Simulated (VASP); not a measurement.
# SmO3 (Pmmm) in VASP: further runs

SmO3 is run at these levels: PBE; tasks: single point.

Everything below comes from runs of VASP 6.6.1. Logs are shortened: lines on timing, memory, paths and dates and some standing lists are left out, and cuts for length are marked.

## Step 1: The cell of the first run

It takes space group Pmmm (No. 47, orthorhombic). The conventional cell has a = 4.406 Å, b = 4.624 Å, c = 7.228 Å, α = 90.00°, β = 90.00°, γ = 90.00°. Within 2.9 Å of Sm (site symmetry mmm) lie 6 O at 2.20 to 2.42 Å. O (site symmetry 2mm) has 1 O at 1.43 Å within 1.9 Å. O (site symmetry mmm) has 2 Sm at 2.20 Å and 4 O at 2.75 Å within 2.9 Å.

## Step 2: Single point, PBE

Contents of INCAR:

```
SYSTEM = SmO3
PREC     = Accurate       ! precision mode
ENCUT    = 600            ! plane-wave cutoff, eV
EDIFF    = 1E-6           ! SCF threshold, eV
ISMEAR   = 0              ! smearing method
SIGMA    = 0.1            ! smearing width, eV
LREAL    = .False.        ! projectors in reciprocal space
LASPH    = .True.         ! aspherical terms in the spheres
NELM     = 200            ! most SCF steps
ALGO     = Normal         ! electronic algorithm
ISIF     = 2              ! what is computed and relaxed
LWAVE    = .False.        ! write WAVECAR
LCHARG   = .False.        ! write CHGCAR
GGA      = PE             ! functional
NBANDS   = 22             ! bands
GGA_COMPAT= .False.      
LMAXMIX  = 6              ! l up to which the mixer works
```

Contents of KPOINTS:

```
regular mesh
0
Gamma
  10 10 6
  0 0 0
```

Contents of POSCAR:

```
SmO3
1.0
    4.4059692000      0.0000000000      0.0000000000
    0.0000000000      4.6241452850      0.0000000000
    0.0000000000      0.0000000000      7.2276941038
Sm O
1 3
Direct
    0.0000000000      0.0000000000      0.0000000000
    0.8375339347      0.5000000000      0.0000000000
    0.5000000000      0.0000000000      0.0000000000
    0.1624660653      0.5000000000      0.0000000000
```

Potentials or basis: VASP PAW PBE potentials, release 64 (Sm_3, O), 4f in core.

Started as:

```sh
cat potpaw_PBE.64/Sm_3/POTCAR potpaw_PBE.64/O/POTCAR > POTCAR
mpirun -np 1 vasp_std > vasp.out
```

OUTCAR:

```text
SYSTEM = SmO3
   PREC = Accurate
   ENCUT = 600
   EDIFF = 1E-6
   ISMEAR = 0
   LREAL = .False.
   LASPH = .True.
   NELM = 200
   ISIF = 2
   GGA = PE

 ion  position               nearest neighbor table
   1  0.000  0.000  0.000-   3 2.20   3 2.20   4 2.42   2 2.42   4 2.42   2 2.42
   2  0.838  0.500  0.000-   4 1.43   1 2.42   1 2.42
   3  0.500  0.000  0.000-   1 2.20   1 2.20
   4  0.162  0.500  0.000-   2 1.43   1 2.42   1 2.42

  LATTYP: Found a simple orthorhombic cell.
 ALAT       =     4.4059692000
 B/A-ratio  =     1.0495182955
 C/A-ratio  =     1.6404322808

  Lattice vectors:

 A1 = (   4.4059692000,   0.0000000000,   0.0000000000)
 A2 = (   0.0000000000,   4.6241452850,   0.0000000000)
 A3 = (   0.0000000000,   0.0000000000,   7.2276941038)

Analysis of symmetry for initial positions (statically):
=====================================================================
 Subroutine PRICEL returns:
 Original cell was already a primitive cell.

 Routine SETGRP: Setting up the symmetry group for a
 simple orthorhombic supercell.

 Subroutine GETGRP returns: Found  8 space group operations
 (whereof  8 operations were pure point group operations)
 out of a pool of  8 trial point group operations.

The static configuration has the point symmetry D_2h.

Analysis of symmetry for dynamics (positions and initial velocities):
=====================================================================
 Subroutine PRICEL returns:
 Original cell was already a primitive cell.

 Routine SETGRP: Setting up the symmetry group for a
 simple orthorhombic supercell.

 Subroutine GETGRP returns: Found  8 space group operations
 (whereof  8 operations were pure point group operations)
 out of a pool of  8 trial point group operations.

The dynamic configuration has the point symmetry D_2h.

 Subroutine INISYM returns: Found  8 space group operations
 (whereof  8 operations are pure point group operations),
 and found     1 'primitive' translations

----------------------------------------------------------------------------------------

                                     Primitive cell

  volume of cell :     147.2559

  direct lattice vectors                    reciprocal lattice vectors
     4.405969200  0.000000000  0.000000000     0.226964819  0.000000000  0.000000000
     0.000000000  4.624145285  0.000000000     0.000000000  0.216256181  0.000000000
     0.000000000  0.000000000  7.227694104     0.000000000  0.000000000  0.138356713

  length of vectors
     4.405969200  4.624145285  7.227694104     0.226964819  0.216256181  0.138356713

  position of ions in fractional coordinates (direct lattice)
     0.000000000  0.000000000  0.000000000
     0.837533935  0.500000000  0.000000000
     0.500000000  0.000000000  0.000000000
     0.162466065  0.500000000  0.000000000

  ion indices of the primitive-cell ions
   primitive index   ion index
                 1           1
                 2           2
                 3           3
                 4           4

----------------------------------------------------------------------------------------

 KPOINTS: regular mesh

Automatic generation of k-mesh.
 Grid dimensions read from file:
 generate k-points for:   10   10    6

 Generating k-lattice:

  Cartesian coordinates                     Fractional coordinates (reciprocal lattice)
     0.022696482  0.000000000  0.000000000     0.100000000  0.000000000  0.000000000
     0.000000000  0.021625618  0.000000000     0.000000000  0.100000000  0.000000000
     0.000000000  0.000000000  0.023059452     0.000000000  0.000000000  0.166666667

  Length of vectors
     0.022696482  0.021625618  0.023059452

  Shift w.r.t. Gamma in fractional coordinates (k-lattice)
     0.000000000  0.000000000  0.000000000

 Subroutine IBZKPT returns following result:
 ===========================================

 Found    144 irreducible k-points:

 Following reciprocal coordinates:
            Coordinates               Weight
  0.000000  0.000000  0.000000      1.000000
  0.100000  0.000000  0.000000      2.000000
  0.200000  0.000000  0.000000      2.000000
  0.300000  0.000000  0.000000      2.000000
  0.400000  0.000000  0.000000      2.000000
  0.500000  0.000000  0.000000      1.000000
[... 16 lines left out ...]
  0.400000  0.300000  0.000000      4.000000
  0.500000  0.300000  0.000000      2.000000
 [... further k-points ...]
   k-points           NKPTS =    144   k-points in BZ     NKDIM =    144   number of bands    NBANDS=     22
   number of dos      NEDOS =    301   number of ions     NIONS =      4
   total plane-waves  NPLWV =  86400
   dimension x,y,z NGX =    36 NGY =   40 NGZ =   60
   dimension x,y,z NGXF=    72 NGYF=   80 NGZF=  120
   ions per type =               1   3
   NGX,Y,Z   is equivalent  to a cutoff of  13.58, 14.38, 13.80 a.u.
   NGXF,Y,Z  is equivalent  to a cutoff of  27.17, 28.76, 27.60 a.u.
 SYSTEM =  SmO3
   PREC   = accura    normal or accurate (medium, high low for compatibility)
   ISTART =      0    job   : 0-new  1-cont  2-samecut
   ICHARG =      2    charge: 1-file 2-atom 10-const
   ISPIN  =      1    spin polarized calculation?
   LNONCOLLINEAR =      F non collinear calculations
   LSORBIT =      F    spin-orbit coupling
   LASPH  =      T    aspherical Exc in radial PAW
   ENCUT  =  600.0 eV  44.10 Ry    6.64 a.u.   8.80  9.24 14.44*2*pi/ulx,y,z
   NELM   =    200;   NELMIN=  2; NELMDL= -5     # of ELM steps
   EDIFF  = 0.1E-05   stopping-criterion for ELM
   LREAL  =      F    real-space projection
   EDIFFG = 0.1E-04   stopping-criterion for IOM
   NSW    =      0    number of steps for IOM
   IBRION =     -1    ionic relax: 0-MD 1-quasi-New 2-CG
   NFREE  =      0    steps in history (QN), initial steepest desc. (CG)
   ISIF   =      2    stress and relaxation
   ISYM   =      2    0-nonsym 1-usesym 2-fastsym
   POTIM  = 0.5000    time-step for ionic-motion
   TEBEG  =    0.0;   TEEND  =   0.0 temperature during run
   PSTRESS=    0.0 pullay stress
   NELECT =      29.0000    total number of electrons
   NUPDOWN=      -1.0000    fix difference up-down
   EMIN   =  10.00;   EMAX   =-10.00  energy-range for DOS
   EFERMI =   0.00;   METHOD = LEGACY
   ISMEAR =     0;   SIGMA  =   0.10  broadening in eV -4-tet -1-fermi 0-gaus
   EFERMI_NEDOS =   21; number of points for ismear=-14 and -15
   IALGO  =     38    algorithm
   IMIX   =      4    mixing-type and parameters
     AMIX     =   0.40;   BMIX     =  1.00
     AMIX_MAG =   1.60;   BMIX_MAG =  1.00
  volume/ion in A,a.u.               =      36.81       248.43
  Fermi-wavevector in a.u.,A,eV,Ry     =   0.952467  1.799902 12.343115  0.907193
  Thomas-Fermi vector in A             =   2.081032
   LORBIT       =      0    0 simple, 1 ext, 2 COOP (PROOUT), +10 PAW based schemes
   GGA     = PE    functional components
   LHFCALC =     F    Hartree Fock is set to
   AEXX    =    0.0000 exact exchange contribution
   IVDW    =     0    specifies the selected vdW correction
   LEPSILON=     F    determine dielectric tensor
   LRPA    =     F    only Hartree local field effects (RPA)
 non-spin polarized calculation
 Gauss-broadening in eV      SIGMA  =   0.10
  energy-cutoff  :      600.00
  volume of cell :      147.26
 maximum number of plane-waves:      4952
 NGX is ok and might be reduce to    36
   NGX = 17   NGY = 19   NGZ = 29

 number of electron      29.0000000 magnetization

 Free energy of the ion-electron system (eV)
  ---------------------------------------------------
  ext. energy  EPLUGINS =         0.00000000
  ---------------------------------------------------
  free energy    TOTEN  =       -24.71515456 eV

  energy without entropy =      -24.67239176  energy(sigma->0) =      -24.69377316

 E-fermi :  -1.7857     XC(G=0):  -5.1565

 val. band max:       -1.7875832617   @ k =   0.3000   0.0000   0.0000
 cond. band min:      -1.7428565279   @ k =   0.0000   0.4000   0.3333
 fundamental gap:      0.0447267338
 Fermi energy:        -1.7857139602

 k-point     1 :       0.0000    0.0000    0.0000
  band No.  band energies     occupation
      1     -41.9101      2.00000
      2     -23.8317      2.00000
      3     -21.7322      2.00000
      4     -21.4896      2.00000
      5     -21.1845      2.00000
      6     -17.7254      2.00000
[... 14 lines left out ...]
     21       4.3854      0.00000
     22       5.0799      0.00000

 k-point     2 :       0.1000    0.0000    0.0000
  band No.  band energies     occupation
      1     -41.9095      2.00000
      2     -23.8289      2.00000
      3     -21.7311      2.00000
      4     -21.4883      2.00000
      5     -21.2954      2.00000
      6     -17.5300      2.00000
[... 14 lines left out ...]
     21       4.2295      0.00000
     22       5.1270      0.00000

 k-point     3 :       0.2000    0.0000    0.0000
  band No.  band energies     occupation
      1     -41.9079      2.00000
      2     -23.8213      2.00000
      3     -21.7282      2.00000
      4     -21.5461      2.00000
      5     -21.4851      2.00000
      6     -17.0467      2.00000
[... 14 lines left out ...]
     21       3.8874      0.00000
     22       5.1138      0.00000
[... 476 lines left out ...]
 k-point    23 :       0.4000    0.3000    0.0000
  band No.  band energies     occupation
      1     -41.9002      2.00000
      2     -24.3744      2.00000
      3     -21.9513      2.00000
      4     -21.7162      2.00000
      5     -20.5455      2.00000
      6     -16.1445      2.00000
[... 14 lines left out ...]
     21       4.6355      0.00000
     22       4.7284      0.00000

 k-point    24 :       0.5000    0.3000    0.0000
  band No.  band energies     occupation
      1     -41.8996      2.00000
      2     -24.3716      2.00000
      3     -22.0151      2.00000
      4     -21.7151      2.00000
      5     -20.5443      2.00000
      6     -16.1599      2.00000
[... 14 lines left out ...]
     21       4.5644      0.00000
     22       4.8834      0.00000

 [... further k-points ...]

------------------------ aborting loop because EDIFF is reached ----------------------------------------

  FORCE on cell =-STRESS in cart. coord.  units (eV):
  Direction    XX          YY          ZZ          XY          YZ          ZX
  --------------------------------------------------------------------------------------
  -------------------------------------------------------------------------------------
  Total        0.8683709      0.2341979     -0.0819803     -0.0000000      0.0000000      0.0000000
  in kB        9.4480710      2.5481264     -0.8919643     -0.0000000      0.0000000      0.0000000
  external PRESSURE =       3.7014110 kB  Pullay stress =       0.0000000 kB

 VOLUME and BASIS-vectors are now :
 -----------------------------------------------------------------------------
  energy-cutoff  :      600.00
  volume of cell :      147.26
      direct lattice vectors                 reciprocal lattice vectors
     4.405969200  0.000000000  0.000000000     0.226964819  0.000000000  0.000000000
     0.000000000  4.624145285  0.000000000     0.000000000  0.216256181  0.000000000
     0.000000000  0.000000000  7.227694104     0.000000000  0.000000000  0.138356713

 POSITION                                       TOTAL-FORCE (eV/Angst)
 -----------------------------------------------------------------------------------
      0.00000      0.00000      0.00000         0.000000      0.000000      0.000000
      3.69015      2.31207      0.00000        -0.312271      0.000000      0.000000
      2.20298      0.00000      0.00000         0.000000      0.000000      0.000000
      0.71582      2.31207      0.00000         0.312271     -0.000000      0.000000
 -----------------------------------------------------------------------------------
    total drift:                               -0.000000      0.000000     -0.000000

  FREE ENERGIE OF THE ION-ELECTRON SYSTEM (eV)
  ---------------------------------------------------
  free  energy   TOTEN  =       -24.7151545578 eV

  energy  without entropy=      -24.6723917631  energy(sigma->0) =      -24.69377316
```

It took 4.5 min on 1 thread of Intel Xeon 6975P-C (Granite Rapids), shared host; peak memory 0.63 GiB.

What came out:

- Free energy: -24.7152 eV
- Pressure: 0.4 GPa
- Largest force: 0.312 eV/Å
- Band gap on the k mesh: zero (an odd number of electrons rules out a gap without spin polarisation)

Forces on the atoms (eV/Å):
```
Sm   0.000  0.000  0.000
O   -0.312  0.000  0.000
O    0.000  0.000  0.000
O    0.312  0.000  0.000
```

Stress tensor (GPa, compression positive):
```
 0.94  0.00  0.00
 0.00  0.25  0.00
 0.00  0.00 -0.09
```

Levels at points of the mesh, in eV from the Fermi level:
| k point | band 13 | band 14 | band 15 | band 16 | band 17 | band 18 |
| --- | --- | --- | --- | --- | --- | --- |
| (0.00, 0.00, 0.00) | -0.61 | -0.13 | -0.06 | 1.56 | 3.44 | 4.29 |
| (0.50, 0.00, 0.00) | -2.02 | -0.01 | 0.51 | 2.36 | 3.58 | 4.23 |
| (0.00, 0.50, 0.00) | -0.49 | -0.01 | 0.07 | 2.23 | 4.00 | 4.43 |
| (0.50, 0.50, 0.00) | -1.31 | -0.70 | -0.27 | 2.83 | 4.60 | 4.83 |
| (0.00, 0.00, 0.50) | -0.61 | -0.13 | -0.06 | 2.21 | 3.14 | 3.42 |
| (0.50, 0.00, 0.50) | -2.03 | -0.01 | 0.51 | 2.75 | 3.57 | 4.49 |
| (0.00, 0.50, 0.50) | -0.49 | -0.01 | 0.07 | 2.64 | 3.99 | 4.10 |
| (0.50, 0.50, 0.50) | -1.31 | -0.70 | -0.28 | 3.08 | 4.49 | 4.84 |

Caveat: spin-orbit coupling is left out, which moves the levels of the heavy elements; the 4f electrons are frozen in the core, so they carry no moment and show no levels; an odd number of electrons without spin polarisation forces a metal; a magnetic or distorted state may lie lower; the run has no spin polarisation, though such a crystal can be magnetic.

(Part 1 of 2 ends here.)

The gap in the log of VASP goes by the Fermi energy; the results here count the filled bands.